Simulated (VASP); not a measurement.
Write the native input for VASP 6.6.1 that does the following.

- Task: single point
- Functional: PBE
- Dispersion: D3(BJ)
- Potentials or basis: VASP PAW PBE potentials, release 64 (C)
- Cutoff: 520 eV
- k mesh: 21 × 21 × 12
- Occupations: gaussian, width 0.1 eV
- Spin: no spin polarisation
- Dipole correction: no
- Further INCAR settings: ALGO = Normal; EDIFF = 1e-06; NBANDS = 11

The structure of C lies in POSCAR:

```
C
1.0
    2.5016980944      0.0000000000      0.0000000000
   -1.2508490472      2.1665341024      0.0000000000
    0.0000000000      0.0000000000      3.5915619049
C
2
Direct
    0.3333333333      0.6666666667      0.0000000000
    0.6666666667      0.3333333333      0.0000000000
```

This cell differs from its parent crystal: biaxial strain in the a-b plane: +1.5 %, then relaxed in part.

These files were run (other wordings do the same):

INCAR

```
SYSTEM = C
ALGO     = Normal         ! electronic algorithm
EDIFF    = 1E-6           ! SCF threshold, eV
ENCUT    = 520            ! plane-wave cutoff, eV
GGA      = PE             ! functional
ISIF     = 2              ! what is computed and relaxed
ISMEAR   = 0              ! smearing method
IVDW     = 12             ! dispersion correction
LASPH    = .True.         ! aspherical terms in the spheres
LCHARG   = .True.         ! write CHGCAR
LELF     = .True.         ! ELF
LREAL    = .False.        ! projectors in reciprocal space
LVHAR    = .True.       
LWAVE    = .False.        ! write WAVECAR
NBANDS   = 11             ! bands
NELM     = 60             ! most SCF steps
PREC     = Accurate       ! precision mode
SIGMA    = 0.1            ! smearing width, eV
```

KPOINTS

```
k-points
0
Gamma
  21 21 12
  0 0 0
```

Potentials or basis: VASP PAW PBE potentials, release 64 (C).

Run with:

```console
$ cat potpaw_PBE.64/C/POTCAR > POTCAR
$ mpirun -np 1 vasp_std > vasp.out
```

It gave:

| Item | Value |
| --- | --- |
| Pressure | -10.9 GPa |
| Band gap on the k mesh | zero (band 4 reaches 4.33 eV, above the bottom of band 5 at 3.43 eV) |
| Dispersion energy per atom | -0.143 eV |

Caveat: the cell differs from its parent crystal (biaxial strain in the a-b plane: +1.5 %, then relaxed in part).

Wall time 20 s on 1 thread of Intel(R) Xeon(R) 6975P-C (Granite Rapids), with other jobs on the host, peak memory 0.18 GiB.
